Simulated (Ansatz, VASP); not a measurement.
# Two plane-wave programs on Ag

```xyz
1
Lattice="0.0000 2.0450 2.0450 2.0450 0.0000 2.0450 2.0450 2.0450 0.0000" Properties=species:S:1:pos:R:3 pbc="T T T"
Ag    0.0000    0.0000    0.0000
```

Alike in both runs: task single point; functional LDA; k mesh 18 × 18 × 18; occupations gaussian, width 0.05 eV; no spin polarisation.

```csv
,VASP,Ansatz
version,VASP 6.6.1,Ansatz 0.2.0
potentials or method,"VASP PAW LDA potentials, release 64 (Ag), cutoff 520 eV","scalar-relativistic, plane waves, PAW"
valence electrons in the cell,11,19
```

Ansatz gave:

| Property | Result |
| --- | --- |
| pressure (GPa) | -7.6 |

Problem. Estimate VASP's values.

Solution. Pressure (GPa): -7.4.

LDA's correlation is that of Perdew and Zunger in VASP and of Perdew and Wang (1992) in Ansatz. VASP's potentials hold 11 valence electrons a cell and Ansatz's 19, so a difference there can come from the potentials and not from the codes.
